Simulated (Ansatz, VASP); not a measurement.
LaC in VASP and in Ansatz

```xyz
16
Lattice="0.0001 5.7771 5.3019 5.2098 0.0001 5.3020 5.2098 5.7771 0.0000" Properties=species:S:1:pos:R:3 pbc="T T T"
La    2.6756    2.8854    2.6586
La    5.2803    5.7726    2.6588
La    5.1010    2.8841    5.3096
La    7.7056    5.7739    5.3097
La    2.4959    5.7740    5.3097
La    5.1010    8.6612    5.3097
La    5.2804    5.7726    7.9604
La    7.8854    8.6625    7.9605
C    -0.2247   -0.0051    0.0077
C     2.3806    2.8858    0.0076
C     2.7904   -0.0026    2.6586
C     5.3955    2.8835    2.6585
C     0.1857    2.8835    2.6585
C     2.7906    5.7744    2.6587
C     2.3809    2.8861    5.3095
C     4.9859    5.7721    5.3096
```

Change from the starting cell: atoms moved at random (sigma 0.05 Å), then relaxed.

Alike in both runs: functional PBE; k mesh 4 × 4 × 4; occupations gaussian, width 0.05 eV; no spin polarisation.

Ansatz relaxed the structure, and its values are those at the end. VASP's run is a single point on that final structure, the one shown.

```csv
,VASP,Ansatz
version,VASP 6.6.1,Ansatz 0.2.0
potentials or method,"VASP PAW PBE potentials, release 64 (La, C), cutoff 520 eV","scalar-relativistic, plane waves, PAW"
valence electrons in the cell,120,120
```

Ansatz gave:

| Property | Result |
| --- | --- |
| gap on the k mesh at the Fermi level (eV) | none |
| pressure (GPa) | 0.1 |
| rms of the force components (eV/Å) | 0.003 |

Task: Which values does VASP return?

Result: gap on the k mesh at the Fermi level (eV): none; pressure (GPa): 0.0; rms of the force components (eV/Å): 0.002.

A gap of «none» marks a metal or a gap that the smearing closes. With one functional, cell and mesh, what is left measures potentials, basis and numerics.

Spin-orbit coupling is off throughout.
